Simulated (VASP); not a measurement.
Input of a VASP 6.6.1 run:

File INCAR:

```
  PREC = Accurate
  ENCUT = 520
  EDIFF = 1E-6
  ISMEAR = -1
  SIGMA = 0.1
  LREAL = F
  LASPH = T
  NELM = 150
  ALGO = Normal
  ISIF = 2
  LWAVE = F
  LCHARG = F
  ISPIN = 2
  MAGMOM = 4.9 0 0 0
  LORBIT = 11
  LMAXMIX = 6
  GGA = PS
  IVDW = 12
  NBANDS = 36
```

File KPOINTS:

```
regular mesh
0
Gamma
  5 5 5
```

POSCAR

```
GdPd3
1.0
    4.0145120643      0.0000000000      0.0000000000
    0.0000000000      4.0145120643      0.0000000000
    0.0000000000      0.0000000000      4.0145120643
Gd Pd
1 3
Direct
    0.0000000000      0.0000000000      0.0000000000
    0.0000000000      0.5000000000      0.5000000000
    0.5000000000      0.0000000000      0.5000000000
    0.5000000000      0.5000000000      0.0000000000
```

Potentials or basis: VASP PAW PBE potentials, release 64 (Gd, Pd).

The run is started by

```sh
$ cat potpaw_PBE.64/Gd/POTCAR potpaw_PBE.64/Pd/POTCAR > POTCAR
$ mpirun -np 1 vasp_std > vasp.out
```

(1) Predict the site moments.

(2) Predict the net moment.

(3) What does it give for the dispersion energy per atom?

Answers

(1) Gd +6.80; Pd +0.02 μB.

(2) 7.13 μB per cell.

(3) -0.672 eV.
